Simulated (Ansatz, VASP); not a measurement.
Two plane-wave programs on Fe

File INCAR:

```
PREC = Accurate
ENCUT = 600
EDIFF = 1E-6
ISMEAR = 0
SIGMA = 0.2
LREAL = False
LASPH = True
NELM = 120
ALGO = Normal
ISIF = 2
LWAVE = False
LCHARG = False
NBANDS = 10
GGA_COMPAT = False
```

KPOINTS

```
regular mesh
0
Gamma
  16 16 16
```

File POSCAR:

```
Fe
1.0
   -1.3498227879      1.3498227879      1.3498227879
    1.3498227879     -1.3498227879      1.3498227879
    1.3498227879      1.3498227879     -1.3498227879
Fe
1
Direct
    0.0000000000      0.0000000000      0.0000000000
```

Input for Ansatz:

```yaml
crystal:
  lattice:
    - [-1.3498227879, 1.3498227879, 1.3498227879]
    - [1.3498227879, -1.3498227879, 1.3498227879]
    - [1.3498227879, 1.3498227879, -1.3498227879]
  atoms:
    - { symbol: Fe, position: [0.0, 0.0, 0.0] }
hamiltonian:
  xc: lda
  pseudopotentials:
    kind: paw
    azcp:
      Fe: "pseudopotentials/Fe.paw.azcp"
basis:
  ecutwfc: 420
  fft_grid_basis: typed
kpoints:
  mp_grid: { grid: [16, 16, 16], shift: [0, 0, 0] }
magnetization:
  spin_polarized: false
scf:
  occupations: { method: gaussian, width: 0.2 }
  lower_state_search: "off"
output:
  stress: true
```

Alike in both runs: task single point; functional LDA; k mesh 16 × 16 × 16; occupations gaussian, width 0.2 eV; no spin polarisation.

|  | VASP | Ansatz |
| --- | --- | --- |
| version | VASP 6.6.1 | Ansatz 0.2.0 |
| potentials or method | VASP PAW LDA potentials, release 64 (Fe), cutoff 600 eV | plane waves (420 eV) with PAW, scalar-relativistic |
| valence electrons in the cell | 8 | 16 |

|  | VASP | Ansatz | Ansatz less VASP |
| --- | --- | --- | --- |
| pressure (GPa) | -0.7 | -0.3 | +0.35 |

Ansatz warns that its potentials were made for another functional, while VASP's fit it. LDA's correlation is that of Perdew and Zunger in VASP and of Perdew and Wang (1992) in Ansatz. VASP's potentials hold 8 valence electrons a cell and Ansatz's 16, so a difference there can come from the potentials and not from the codes.
